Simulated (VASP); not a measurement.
Si:

```xyz
1
Lattice="0.0000 1.8969 1.8969 1.8969 0.0000 1.8969 1.8969 1.8969 0.0000" Properties=species:S:1:pos:R:3 pbc="T T T"
Si    0.0000    0.0000    0.0000
```

| Quantity | Value |
| --- | --- |
| Program | VASP 6.6.1 |
| Task | relaxation of cell and atoms |
| Functional | PBEsol |
| Potentials or basis | VASP PAW PBE potentials, release 64 (Si) |
| Cutoff | 600 eV |
| k mesh | 18 × 18 × 18 |
| Occupations | gaussian, width 0.1 eV |
| Spin | no spin polarisation |

At the start: pressure 3.6 GPa; volume 13.65 Å³/atom.

How do energy, volume and symmetry change on relaxing?

Over 3 steps the energy falls by 5.6 meV/atom and the volume is 14.16 Å³/atom (+3.8 %); space group Fm-3m (No. 225, to 0.05 Å).

Step by step:
| step | energy change (eV) | largest force (eV/Å) | pressure (GPa) | volume (Å³) |
| --- | --- | --- | --- | --- |
| 1 | 0.0000 | 0.0000 | 3.56 | 13.65 |
| 2 | -0.0054 | 0.0000 | -0.62 | 14.26 |
| 3 | -0.0056 | 0.0000 | 0.00 | 14.16 |

Final structure:
```
Si
1.0
     0.00000    1.92037    1.92037
     1.92037    0.00000    1.92037
     1.92037    1.92037    0.00000
Si
1
Direct
  0.00000 0.00000 0.00000
```

Caveat: the PAW data sets were made with another functional, which shifts forces and pressure a little.
